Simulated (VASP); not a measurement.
**Mo: single point with PBE**

Crystal: Mo.

```
Mo
1.0
    -1.56480    1.56480    3.78575
     1.56480   -1.56480    3.78575
     1.56480    1.56480   -3.78575
Mo
2
Direct
  0.83907 0.83907 0.00000
  0.16093 0.16093 0.00000
```

```yaml
Program: VASP 6.6.1
Task: single point
Functional: PBE
Potentials_or_basis: VASP PAW PBE potentials, release 64 (Mo_sv)
Cutoff: 520 eV
k_mesh: 24 × 24 × 24
Occupations: gaussian, width 0.1 eV
Spin: no spin polarisation
```

```json
{
  "Pressure": "0.4 GPa",
  "Largest force": "0.016 eV/Å",
  "Band gap on the k mesh": "zero (band 14 reaches 10.13 eV, above the bottom of band 15 at 9.29 eV)"
}
```

Forces on the atoms (eV/Å):
```
Mo   0.000  0.000 -0.016
Mo   0.000  0.000  0.016
```

Stress tensor (GPa, compression positive):
```
0.31 0.00 0.00
0.00 0.31 0.00
0.00 0.00 0.68
```

Levels at points of the mesh, in eV from the Fermi level:
```
           k point  band 11  band 12  band 13  band 14  band 15  band 16  band 17  band 18
(0.00, 0.00, 0.00)    -2.24    -0.68    -0.57    -0.12     0.34     0.34     0.64     0.64
(0.50, 0.00, 0.00)    -2.04    -1.96    -1.58    -1.42     1.81     2.18     2.79     3.84
(0.50, 0.50, 0.00)    -2.08    -1.72    -1.34    -0.01     2.61     2.70     2.80     3.02
(0.50, 0.50, 0.50)    -3.61    -1.36    -1.36    -1.30    -0.27     1.23     3.39     3.39
```

It took 25 min on 1 thread of AMD EPYC 7R43 64-Core Processor (Zen 3), on a shared host, peak memory 0.67 GiB.
